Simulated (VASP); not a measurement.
Set up this calculation in VASP 6.6.1, as the native input.

| Property | Result |
| --- | --- |
| Task | single point |
| Functional | PBE |
| Potentials or basis | VASP PAW PBE potentials, release 64 (Na_pv, W_sv) |
| Cutoff | 520 eV |
| k mesh | 24 × 24 × 10 |
| Occupations | gaussian, width 0.1 eV |
| Spin | no spin polarisation |
| Dipole correction | no |
| Further INCAR settings | ALGO = Fast; EDIFF = 1e-06; NBANDS = 18 |

The structure of NaW lies in POSCAR:

```
NaW
1.0
    2.7543229256      0.0000000000      0.0000000000
   -1.3771614628      2.3853136238      0.0000000000
    0.0000000000      0.0000000000      5.9384951921
Na W
1 1
Direct
    0.0000000000      0.0000000000      0.5000000000
    0.0000000000      0.0000000000      0.0000000000
```

The cell was generated, and may not be a known phase.

The input as run:

INCAR

```
ALGO = Fast
EDIFF = 1E-6
ENCUT = 520
GGA = PE
ISIF = 2
ISMEAR = 0
LASPH = T
LCHARG = F
LREAL = F
LWAVE = F
NBANDS = 18
NELM = 80
PREC = Accurate
SIGMA = 0.1
```

KPOINTS

```
k-points
0
Gamma
  24 24 10
```

Potentials or basis: VASP PAW PBE potentials, release 64 (Na_pv, W_sv).

Launch:

```sh
$ cat potpaw_PBE.64/Na_pv/POTCAR potpaw_PBE.64/W_sv/POTCAR > POTCAR
$ mpirun -np 1 vasp_std > vasp.out
```

It gave:

```
Pressure               : 0.2 GPa
Band gap on the k mesh : zero (an odd number of electrons rules out a gap without spin polarisation)
```

Caveat: spin-orbit coupling is left out, which moves the levels of the heavy elements.

Run time: 3.4 min on 1 thread of Oxide Virtual Turin-like Processor, on a shared host, peak memory 0.31 GiB.
